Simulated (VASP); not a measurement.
# CdO2 (P-3m1) in VASP: further runs, part 2 of 2

VASP 6.6.1. The steps go on from the part before.

## 4. Single point, r2SCAN

This run uses another cell than the first one, of 14.18 Å³/atom.

Contents of POSCAR:

```
CdO2
1.0
    3.4528988943      0.0000000000      0.0000000000
   -1.7264494472      2.9902976731      0.0000000000
    0.0000000000      0.0000000000      4.1202357249
Cd O
1 2
Direct
    0.0000000000      0.0000000000      0.0000000000
    0.6666666667      0.3333333333      0.7557810000
    0.3333333333      0.6666666667      0.2442190000
```

Contents of INCAR.step1:

```
SYSTEM = CdO2
PREC = Accurate ; ENCUT = 520
ISMEAR = 0 ; SIGMA = 0.02
LREAL = .FALSE. ; LASPH = .TRUE.
NELM = 100 ; NBANDS = 19
GGA = PE ; ALGO = Normal
EDIFF = 1E-4 ; LWAVE = .TRUE.
LCHARG = .FALSE.
```

Contents of INCAR.step2:

```
SYSTEM = CdO2
PREC = Accurate ; ENCUT = 520
EDIFF = 1E-6 ; ISMEAR = 0
SIGMA = 0.02 ; LREAL = .FALSE.
LASPH = .TRUE. ; NELM = 100
ALGO = Normal ; ISIF = 2
LWAVE = .FALSE. ; LCHARG = .FALSE.
METAGGA = R2SCAN ; LMIXTAU = .TRUE.
NBANDS = 19 ; ISTART = 1
```

Contents of KPOINTS:

```
Automatic mesh
0
G
  10 10 7
  0 0 0
```

Potentials or basis: VASP PAW PBE potentials, release 64 (Cd, O).

On the command line:

```sh
cat potpaw_PBE.64/Cd/POTCAR potpaw_PBE.64/O/POTCAR > POTCAR
cp INCAR.step1 INCAR
mpirun -np 1 vasp_std > vasp.out
cp INCAR.step2 INCAR
mpirun -np 1 vasp_std > vasp.out
```

OUTCAR:

```text
SYSTEM = CdO2
   PREC = Accurate
   ENCUT = 520
   EDIFF = 1E-6
   ISMEAR = 0
   LREAL = .FALSE.
   LASPH = .TRUE.
   NELM = 100
   ISIF = 2
   METAGGA = R2SCAN
   ISTART = 1

 ion  position               nearest neighbor table
   1  0.000  0.000  0.000-   3 2.23   2 2.23   3 2.23   2 2.23   2 2.23   3 2.23
   2  0.667  0.333  0.756-   1 2.23   1 2.23   1 2.23
   3  0.333  0.667  0.244-   1 2.23   1 2.23   1 2.23

  LATTYP: Found a hexagonal cell.
 ALAT       =     3.4528988943
 C/A-ratio  =     1.1932685697
[... 722 lines left out ...]

  FORCE on cell =-STRESS in cart. coord.  units (eV):
  Direction    XX          YY          ZZ          XY          YZ          ZX
  --------------------------------------------------------------------------------------
  -------------------------------------------------------------------------------------
  Total       -1.7598094     -1.7598088     -2.0715114      0.0000000      0.0000000      0.0000000
  in kB      -66.2759348    -66.2759133    -78.0148999      0.0000000      0.0000000      0.0000000
  external PRESSURE =     -70.1889160 kB  Pullay stress =       0.0000000 kB

 VOLUME and BASIS-vectors are now :
 -----------------------------------------------------------------------------
  energy-cutoff  :      520.00
  volume of cell :       42.54
      direct lattice vectors                 reciprocal lattice vectors
     3.452898894  0.000000000  0.000000000     0.289611724  0.167207434  0.000000000
    -1.726449447  2.990297673  0.000000000     0.000000000  0.334414867  0.000000000
     0.000000000  0.000000000  4.120235725     0.000000000  0.000000000  0.242704560

 POSITION                                       TOTAL-FORCE (eV/Angst)
 -----------------------------------------------------------------------------------
      0.00000      0.00000      0.00000        -0.000000      0.000000      0.000000
      1.72645      0.99677      3.11400         0.000000     -0.000000      0.007034
     -0.00000      1.99353      1.00624        -0.000000      0.000000     -0.007034
 -----------------------------------------------------------------------------------
    total drift:                                0.000000     -0.000000      0.000000

  FREE ENERGIE OF THE ION-ELECTRON SYSTEM (eV)
  ---------------------------------------------------
  free  energy   TOTEN  =       -31.7878921660 eV

  energy  without entropy=      -31.7869207561  energy(sigma->0) =      -31.78740646
```

OSZICAR.step1:

```text
N       E                     dE             d eps       ncg     rms          rms(c)
DAV:   1     0.167345766784E+03    0.16735E+03   -0.13663E+04  3120   0.125E+03
DAV:   2    -0.415918438772E+01   -0.17150E+03   -0.16620E+03  3381   0.316E+02
DAV:   3    -0.123071773067E+02   -0.81480E+01   -0.80213E+01  3539   0.727E+01
DAV:   4    -0.123508969401E+02   -0.43720E-01   -0.43708E-01  3267   0.551E+00
DAV:   5    -0.123510562838E+02   -0.15934E-03   -0.15934E-03  3407   0.313E-01    0.111E+01
DAV:   6    -0.107395056942E+02    0.16116E+01   -0.15480E+01  4257   0.559E+01    0.152E+01
DAV:   7    -0.104175371872E+02    0.32197E+00   -0.13278E+00  3133   0.134E+01    0.657E+00
DAV:   8    -0.103861039201E+02    0.31433E-01   -0.34464E-01  3299   0.658E+00    0.131E+00
DAV:   9    -0.103806387035E+02    0.54652E-02   -0.30586E-02  3157   0.190E+00    0.293E-01
DAV:  10    -0.103809719139E+02   -0.33321E-03   -0.27172E-03  3310   0.434E-01    0.100E-01
DAV:  11    -0.103811027239E+02   -0.13081E-03   -0.36714E-04  3163   0.230E-01    0.291E-02
DAV:  12    -0.103811007832E+02    0.19407E-05   -0.64448E-05  1622   0.110E-01
   1 F= -.10381101E+02 E0= -.10380607E+02  d E =-.987919E-03
```

Run time: 5.7 min. Hardware: 1 thread of Intel Xeon 8259CL, shared host; peak memory 0.2 GiB.

What came out:

- Free energy: -31.7879 eV
- Pressure: -7.0 GPa
- Largest force: 0.007 eV/Å
- Band gap on the k mesh: zero (bands 12 and 13 overlap by 0.72 eV)

Forces in eV/Å, atoms in the order of the input:
```
Cd   0.000  0.000  0.000
O    0.000  0.000  0.007
O    0.000  0.000 -0.007
```

Stress tensor (GPa, compression positive):
```
-6.63  0.00  0.00
 0.00 -6.63  0.00
 0.00  0.00 -7.80
```

Caveat: the cell stands under tension; semilocal functionals underestimate gaps, and a narrow one can read as zero; the PAW data sets were made with another functional, which shifts forces and pressure a little.

## 5. Single point, r2SCAN

This run uses another cell than the first one, of 14.47 Å³/atom.

Contents of POSCAR:

```
CdO2
1.0
    3.4762300000      0.0000000000      0.0000000000
   -1.7381150000      3.0105030000      0.0000000000
    0.0000000000      0.0000000000      4.1480760000
Cd O
1 2
Direct
    0.0000000000      0.0000000000      0.0000000000
    0.6666666667      0.3333333333      0.7557810000
    0.3333333333      0.6666666667      0.2442190000
```

Contents of INCAR.step1:

```
SYSTEM = CdO2
PREC = Accurate
ENCUT = 520
ISMEAR = 0
SIGMA = 0.02
LREAL = .False.
LASPH = .True.
NELM = 80
NBANDS = 19
GGA = PE
ALGO = Normal
EDIFF = 1E-4
LWAVE = .True.
LCHARG = .False.
```

Contents of INCAR.step2:

```
SYSTEM = CdO2
PREC = Accurate
ENCUT = 520
EDIFF = 1E-7
ISMEAR = 0
SIGMA = 0.02
LREAL = .False.
LASPH = .True.
NELM = 80
ALGO = Normal
ISIF = 2
LWAVE = .False.
LCHARG = .False.
METAGGA = R2SCAN
LMIXTAU = .True.
NBANDS = 19
ISTART = 1
```

Contents of KPOINTS:

```
regular mesh
0
Gamma
  10 10 7
  0 0 0
```

Potentials or basis: VASP PAW PBE potentials, release 64 (Cd, O).

On the command line:

```sh
cat potpaw_PBE.64/Cd/POTCAR potpaw_PBE.64/O/POTCAR > POTCAR
cp INCAR.step1 INCAR
mpirun -np 1 vasp_std > vasp.out
cp INCAR.step2 INCAR
mpirun -np 1 vasp_std > vasp.out
```

OUTCAR:

```text
SYSTEM = CdO2
   PREC = Accurate
   ENCUT = 520
   EDIFF = 1E-7
   ISMEAR = 0
   LREAL = .False.
   LASPH = .True.
   NELM = 80
   ISIF = 2
   METAGGA = R2SCAN
   ISTART = 1

 ion  position               nearest neighbor table
   1  0.000  0.000  0.000-   3 2.25   2 2.25   3 2.25   2 2.25   2 2.25   3 2.25
   2  0.667  0.333  0.756-   1 2.25   1 2.25   1 2.25
   3  0.333  0.667  0.244-   1 2.25   1 2.25   1 2.25

  LATTYP: Found a hexagonal cell.
 ALAT       =     3.4762300000
 C/A-ratio  =     1.1932685697

  Lattice vectors:

 A1 = (   3.4762300000,   0.0000000000,   0.0000000000)
 A2 = (  -1.7381150000,   3.0105030000,   0.0000000000)
 A3 = (   0.0000000000,   0.0000000000,   4.1480760000)

Analysis of symmetry for initial positions (statically):
=====================================================================
 Subroutine PRICEL returns:
 Original cell was already a primitive cell.

 Routine SETGRP: Setting up the symmetry group for a
 hexagonal supercell.

 Subroutine GETGRP returns: Found 12 space group operations
 (whereof 12 operations were pure point group operations)
 out of a pool of 24 trial point group operations.

The static configuration has the point symmetry D_3d.

Analysis of symmetry for dynamics (positions and initial velocities):
=====================================================================
 Subroutine PRICEL returns:
 Original cell was already a primitive cell.

 Routine SETGRP: Setting up the symmetry group for a
 hexagonal supercell.

 Subroutine GETGRP returns: Found 12 space group operations
 (whereof 12 operations were pure point group operations)
 out of a pool of 24 trial point group operations.

The dynamic configuration has the point symmetry D_3d.

 Subroutine INISYM returns: Found 12 space group operations
 (whereof 12 operations are pure point group operations),
 and found     1 'primitive' translations

----------------------------------------------------------------------------------------

                                     Primitive cell

  volume of cell :      43.4104

  direct lattice vectors                    reciprocal lattice vectors
     3.476230000  0.000000000  0.000000000     0.287667962  0.166085202  0.000000000
    -1.738115000  3.010503000  0.000000000     0.000000000  0.332170405  0.000000000
     0.000000000  0.000000000  4.148076000     0.000000000  0.000000000  0.241075622

  length of vectors
     3.476230000  3.476229576  4.148076000     0.332170364  0.332170405  0.241075622

  position of ions in fractional coordinates (direct lattice)
     0.000000000  0.000000000  0.000000000
     0.666666667  0.333333333  0.755781000
     0.333333333  0.666666667  0.244219000

  ion indices of the primitive-cell ions
   primitive index   ion index
                 1           1
                 2           2
                 3           3

----------------------------------------------------------------------------------------

 KPOINTS: regular mesh

Automatic generation of k-mesh.
 Grid dimensions read from file:
 generate k-points for:   10   10    7

 Generating k-lattice:

  Cartesian coordinates                     Fractional coordinates (reciprocal lattice)
     0.028766796  0.016608520  0.000000000     0.100000000  0.000000000  0.000000000
     0.000000000  0.033217040  0.000000000     0.000000000  0.100000000  0.000000000
     0.000000000  0.000000000  0.034439375     0.000000000  0.000000000  0.142857143

  Length of vectors
     0.033217036  0.033217040  0.034439375

  Shift w.r.t. Gamma in fractional coordinates (k-lattice)
     0.000000000  0.000000000  0.000000000

 Subroutine IBZKPT returns following result:
 ===========================================

 Found     80 irreducible k-points:

 Following reciprocal coordinates:
            Coordinates               Weight
  0.000000  0.000000  0.000000      1.000000
  0.100000  0.000000  0.000000      6.000000
  0.200000  0.000000  0.000000      6.000000
  0.300000  0.000000  0.000000      6.000000
  0.400000  0.000000  0.000000      6.000000
  0.500000  0.000000  0.000000      3.000000
[... 16 lines left out ...]
  0.000000  0.400000  0.142857      6.000000
  0.500000  0.000000  0.142857      6.000000
 [... further k-points ...]
   k-points           NKPTS =     80   k-points in BZ     NKDIM =     80   number of bands    NBANDS=     19
   number of dos      NEDOS =    301   number of ions     NIONS =      3
   total plane-waves  NPLWV =  25088
   dimension x,y,z NGX =    28 NGY =   28 NGZ =   32
   dimension x,y,z NGXF=    56 NGYF=   56 NGZF=   64
   ions per type =               1   2
   NGX,Y,Z   is equivalent  to a cutoff of  13.39, 13.39, 12.82 a.u.
   NGXF,Y,Z  is equivalent  to a cutoff of  26.78, 26.78, 25.65 a.u.
 SYSTEM =  CdO2
   PREC   = accura    normal or accurate (medium, high low for compatibility)
   ISTART =      1    job   : 0-new  1-cont  2-samecut
   ICHARG =      0    charge: 1-file 2-atom 10-const
   ISPIN  =      1    spin polarized calculation?
   LNONCOLLINEAR =      F non collinear calculations
   LSORBIT =      F    spin-orbit coupling
   LASPH  =      T    aspherical Exc in radial PAW
   ENCUT  =  520.0 eV  38.22 Ry    6.18 a.u.   6.46  6.46  7.71*2*pi/ulx,y,z
   NELM   =     80;   NELMIN=  2; NELMDL=  0     # of ELM steps
   EDIFF  = 0.1E-06   stopping-criterion for ELM
   LREAL  =      F    real-space projection
   EDIFFG = 0.1E-05   stopping-criterion for IOM
   NSW    =      0    number of steps for IOM
   IBRION =     -1    ionic relax: 0-MD 1-quasi-New 2-CG
   NFREE  =      0    steps in history (QN), initial steepest desc. (CG)
   ISIF   =      2    stress and relaxation
   ISYM   =      2    0-nonsym 1-usesym 2-fastsym
   POTIM  = 0.5000    time-step for ionic-motion
   TEBEG  =    0.0;   TEEND  =   0.0 temperature during run
   PSTRESS=    0.0 pullay stress
   NELECT =      24.0000    total number of electrons
   NUPDOWN=      -1.0000    fix difference up-down
   EMIN   =  10.00;   EMAX   =-10.00  energy-range for DOS
   EFERMI =   0.00;   METHOD = LEGACY
   ISMEAR =     0;   SIGMA  =   0.02  broadening in eV -4-tet -1-fermi 0-gaus
   EFERMI_NEDOS =   21; number of points for ismear=-14 and -15
   IALGO  =     38    algorithm
   IMIX   =      4    mixing-type and parameters
     AMIX     =   0.40;   BMIX     =  1.00
     AMIX_MAG =   1.60;   BMIX_MAG =  1.00
  volume/ion in A,a.u.               =      14.47        97.65
  Fermi-wavevector in a.u.,A,eV,Ry     =   1.343632  2.539097 24.563253  1.805348
  Thomas-Fermi vector in A             =   2.471691
   LORBIT       =      0    0 simple, 1 ext, 2 COOP (PROOUT), +10 PAW based schemes
   METAGGA = R2SCAN    functional components
   LHFCALC =     F    Hartree Fock is set to
   AEXX    =    0.0000 exact exchange contribution
   IVDW    =     0    specifies the selected vdW correction
   LEPSILON=     F    determine dielectric tensor
   LRPA    =     F    only Hartree local field effects (RPA)
 non-spin polarized calculation
 Gauss-broadening in eV      SIGMA  =   0.02
  energy-cutoff  :      520.00
  volume of cell :       43.41
 maximum number of plane-waves:      1197
 NGX is ok and might be reduce to    28
   NGX = 13   NGY = 13   NGZ = 15

 number of electron      23.9999993 magnetization

 Free energy of the ion-electron system (eV)
  ---------------------------------------------------
  ext. energy  EPLUGINS =         0.00000000
  ---------------------------------------------------
  free energy    TOTEN  =       -31.74677621 eV

  energy without entropy =      -31.74576407  energy(sigma->0) =      -31.74627014

 E-fermi :  -0.9393     XC(G=0): -10.7561

 val. band max:       -0.9475935649   @ k =   0.2000   0.0000   0.2857
 cond. band min:      -0.9389640842   @ k =   0.5000   0.0000   0.2857
 fundamental gap:      0.0086294807
 Fermi energy:        -0.9392628743

 k-point     1 :       0.0000    0.0000    0.0000
  band No.  band energies     occupation
      1     -19.0977      2.00000
      2     -17.7352      2.00000
      3      -8.3565      2.00000
      4      -8.3565      2.00000
      5      -8.0057      2.00000
      6      -7.4053      2.00000
[... 11 lines left out ...]
     18      14.5501      0.00000
     19      18.1995      0.00000
[... 485 lines left out ...]
 k-point    24 :       0.5000    0.0000    0.1429
  band No.  band energies     occupation
      1     -18.3640      2.00000
      2     -18.2466      2.00000
      3      -7.9844      2.00000
      4      -7.9763      2.00000
      5      -7.4371      2.00000
      6      -7.2510      2.00000
[... 11 lines left out ...]
     18      14.9327      0.00000
     19      15.4516      0.00000

 [... further k-points ...]
[... 5 lines left out ...]
  --------------------------------------------------------------------------------------
  -------------------------------------------------------------------------------------
  Total       -2.2756030     -2.2756022     -2.3526349      0.0000000     -0.0000000      0.0000000
  in kB      -83.9871420    -83.9871146    -86.8302084      0.0000000     -0.0000000      0.0000000
  external PRESSURE =     -84.9348217 kB  Pullay stress =       0.0000000 kB

 VOLUME and BASIS-vectors are now :
 -----------------------------------------------------------------------------
  energy-cutoff  :      520.00
  volume of cell :       43.41
      direct lattice vectors                 reciprocal lattice vectors
     3.476230000  0.000000000  0.000000000     0.287667962  0.166085202  0.000000000
    -1.738115000  3.010503000  0.000000000     0.000000000  0.332170405  0.000000000
     0.000000000  0.000000000  4.148076000     0.000000000  0.000000000  0.241075622

 POSITION                                       TOTAL-FORCE (eV/Angst)
 -----------------------------------------------------------------------------------
      0.00000      0.00000      0.00000         0.000000      0.000000     -0.000000
      1.73812      1.00350      3.13504         0.000000      0.000000      0.115307
     -0.00000      2.00700      1.01304        -0.000000     -0.000000     -0.115307
 -----------------------------------------------------------------------------------
    total drift:                                0.000000     -0.000000      0.000000

  FREE ENERGIE OF THE ION-ELECTRON SYSTEM (eV)
  ---------------------------------------------------
  free  energy   TOTEN  =       -31.7467762106 eV

  energy  without entropy=      -31.7457640742  energy(sigma->0) =      -31.74627014
```

It took 6.1 min on 1 thread of Intel Xeon 8259CL, shared host; peak memory 0.21 GiB.

Results:

* Free energy: -31.7468 eV
* Pressure: -8.5 GPa
* Largest force: 0.115 eV/Å
* Band gap on the k mesh: zero (bands 12 and 13 overlap by 0.70 eV)

Forces on the atoms (eV/Å):
```
Cd   0.000  0.000  0.000
O    0.000  0.000  0.115
O    0.000  0.000 -0.115
```

Caveat: the cell stands under tension; semilocal functionals underestimate gaps, and a narrow one can read as zero; the PAW data sets were made with another functional, which shifts forces and pressure a little.

## 6. Single point, r2SCAN

This run uses another cell than the first one, of 14.76 Å³/atom.

Contents of POSCAR:

```
CdO2
1.0
    3.4992520617      0.0000000000      0.0000000000
   -1.7496260308      3.0304406870      0.0000000000
    0.0000000000      0.0000000000      4.1755475026
Cd O
1 2
Direct
    0.0000000000      0.0000000000      0.0000000000
    0.6666666667      0.3333333333      0.7557810000
    0.3333333333      0.6666666667      0.2442190000
```

Contents of INCAR.step1:

```
  PREC = Accurate
  ENCUT = 520
  ISMEAR = 0
  SIGMA = 0.02
  LREAL = F
  LASPH = T
  NELM = 60
  NBANDS = 19
  GGA = PE
  ALGO = Normal
  EDIFF = 1E-4
  LWAVE = T
  LCHARG = F
```

Contents of INCAR.step2:

```
  PREC = Accurate
  ENCUT = 520
  EDIFF = 1E-6
  ISMEAR = 0
  SIGMA = 0.02
  LREAL = F
  LASPH = T
  NELM = 60
  ALGO = Normal
  ISIF = 2
  LWAVE = F
  LCHARG = T
  METAGGA = R2SCAN
  LMIXTAU = T
  LELF = T
  LVHAR = T
  NBANDS = 19
  ISTART = 1
```

Contents of KPOINTS:

```
regular mesh
0
Gamma
  10 10 7
```

Potentials or basis: VASP PAW PBE potentials, release 64 (Cd, O).

On the command line:

```sh
cat potpaw_PBE.64/Cd/POTCAR potpaw_PBE.64/O/POTCAR > POTCAR
cp INCAR.step1 INCAR
mpirun -np 1 vasp_std > vasp.out
cp INCAR.step2 INCAR
mpirun -np 1 vasp_std > vasp.out
```

Run time: 5.3 min. Hardware: 1 thread of Intel Xeon 8259CL, shared host; peak memory 0.21 GiB.

The run converged. Its results:

| Item | Value |
| --- | --- |
| Free energy | -31.6980 eV |
| Pressure | -9.9 GPa |
| Largest force | 0.217 eV/Å |
| Band gap on the k mesh | zero (bands 12 and 13 overlap by 0.68 eV) |

Forces on the atoms (eV/Å):
```
Cd   0.000  0.000  0.000
O    0.000  0.000  0.217
O    0.000  0.000 -0.217
```

Stress tensor (GPa, compression positive):
```
-10.02   0.00   0.00
  0.00 -10.02   0.00
  0.00   0.00  -9.52
```

Levels at points of the mesh, in eV from the Fermi level:
```csv
k point,band 9,band 10,band 11,band 12,band 13,band 14,band 15,band 16
"(0.00, 0.00, 0.00)",-0.89,-0.89,-0.09,-0.09,0.07,3.77,9.16,14.48
"(0.50, 0.00, 0.00)",-2.24,-2.18,-1.47,-0.17,0.36,7.79,9.69,13.41
```

Caveat: the cell stands under tension; semilocal functionals underestimate gaps, and a narrow one can read as zero; the PAW data sets were made with another functional, which shifts forces and pressure a little.

## 7. Summary

```csv
cell,gap on the mesh (eV),pressure (GPa),largest force (eV/Å)
"a = 3.405, b = 3.405, c = 4.063 Å, angles 90.0, 90.0, 120.0°, 3 atoms",none,-3.3,0.24
"a = 3.429, b = 3.429, c = 4.092 Å, angles 90.0, 90.0, 120.0°, 3 atoms",none,-5.3,0.11
"a = 3.453, b = 3.453, c = 4.120 Å, angles 90.0, 90.0, 120.0°, 3 atoms",none,-7.0,0.01
"a = 3.476, b = 3.476, c = 4.148 Å, angles 90.0, 90.0, 120.0°, 3 atoms",none,-8.5,0.12
"a = 3.499, b = 3.499, c = 4.176 Å, angles 90.0, 90.0, 120.0°, 3 atoms",none,-9.9,0.22
```

Alike in all rows: task single point; level r2SCAN; potentials or basis VASP PAW PBE potentials, release 64 (Cd, O); no spin polarisation; k mesh 10 × 10 × 7; cutoff (eV) 520; smearing gaussian 0.02 eV.

Caveats: the cell stands under tension; semilocal functionals underestimate gaps, and a narrow one can read as zero; the PAW data sets were made with another functional, which shifts forces and pressure a little.

Total energies depend on the potentials used, so only differences within one code and one set of settings carry meaning.
